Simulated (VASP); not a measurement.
Input of a VASP 6.6.1 run:

File INCAR:

```
ALGO = Normal ; EDIFF = 1E-6
EDIFFG = -0.01 ; ENCUT = 520
IBRION = 2 ; ISIF = 2
ISMEAR = -1 ; LASPH = True
LCHARG = False ; LREAL = False
LUSENCCL = False ; LWAVE = False
NELM = 100 ; NSW = 50
PREC = Accurate ; SIGMA = 0.05
```

The input KPOINTS:

```
k-points
0
Gamma
  10 10 10
```

File POSCAR:

```
Sn2Ir
1.0
    0.0000000000      3.0156519878      3.0156519878
    3.0156519878      0.0000000000      3.0156519878
    3.0156519878      3.0156519878      0.0000000000
Sn Ir
2 1
Direct
    0.7500000000      0.7500000000      0.7500000000
    0.2500000000      0.2500000000      0.2500000000
    0.0000000000      0.0000000000      0.0000000000
```

Potentials or basis: VASP PAW LDA potentials, release 64 (Sn_d, Ir).

Run with:

```sh
$ cat potpaw_LDA.64/Sn_d/POTCAR potpaw_LDA.64/Ir/POTCAR > POTCAR
$ mpirun -np 1 vasp_std > vasp.out
```

Question: Predict the band gap on the k mesh.

Answer: Zero (an odd number of electrons rules out a gap without spin polarisation).

Final structure:
```cif
data_structure
_symmetry_space_group_name_H-M 'P 1'
_symmetry_Int_Tables_number 1
_cell_length_a 4.2648
_cell_length_b 4.2648
_cell_length_c 4.2648
_cell_angle_alpha 60.000
_cell_angle_beta 60.000
_cell_angle_gamma 60.000
_cell_volume 54.85
loop_
_atom_site_label
_atom_site_type_symbol
_atom_site_fract_x
_atom_site_fract_y
_atom_site_fract_z
_atom_site_occupancy
Sn1 Sn 0.75000 0.75000 0.75000 1
Sn2 Sn 0.25000 0.25000 0.25000 1
Ir1 Ir 0.00000 0.00000 0.00000 1
```

Caveat: the relaxation stopped at its first step, so nothing moved; spin-orbit coupling is left out, which moves the levels of the heavy elements.
